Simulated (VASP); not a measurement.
The system is TiCo.

```
CELL_PARAMETERS angstrom
2.98611 0.00000 0.00000
0.00000 2.98611 0.00000
0.00000 0.00000 2.98611
ATOMIC_POSITIONS crystal
Ti 0.00000 0.00000 0.00000
Co 0.50000 0.50000 0.50000
```

Program: VASP 6.6.1. Alike in all runs: task single point; cell as given.

Order these runs on this cell by their pressure, lowest first.
A. level r2SCAN; potentials or basis VASP PAW PBE potentials, release 64 (Ti_sv, Co); spin off; k mesh 6 × 6 × 6; cutoff (eV) 660; smearing gaussian 0.1 eV
B. level LDA; potentials or basis VASP PAW LDA potentials, release 64 (Ti_sv, Co); spin collinear, ferrimagnetic start; k mesh 1 × 2 × 4; cutoff (eV) 600; smearing gaussian 0.1 eV
C. level revPBE; potentials or basis VASP PAW PBE potentials, release 64 (Ti_sv, Co); spin collinear, ferromagnetic start; k mesh 6 × 6 × 6; cutoff (eV) 520; smearing gaussian 0.1 eV
D. level PBE; potentials or basis VASP PAW PBE potentials, release 64 (Ti_sv, Co); spin off; k mesh 6 × 6 × 6; cutoff (eV) 600; smearing tetrahedron
E. level PBE; potentials or basis VASP PAW PBE potentials, release 64 (Ti_sv, Co); spin collinear, ferromagnetic start; k mesh 7 × 7 × 7; cutoff (eV) 520; smearing gaussian 0.1 eV

B (-11.3 GPa), A (-6.1 GPa), D (-2.6 GPa), E (-1.0 GPa), C (0.9 GPa).

Caveats: some runs use coarse meshes; the PAW data sets were made with another functional, which shifts forces and pressure a little (some runs); tetrahedron occupations give inexact forces and stress in metals (some runs).
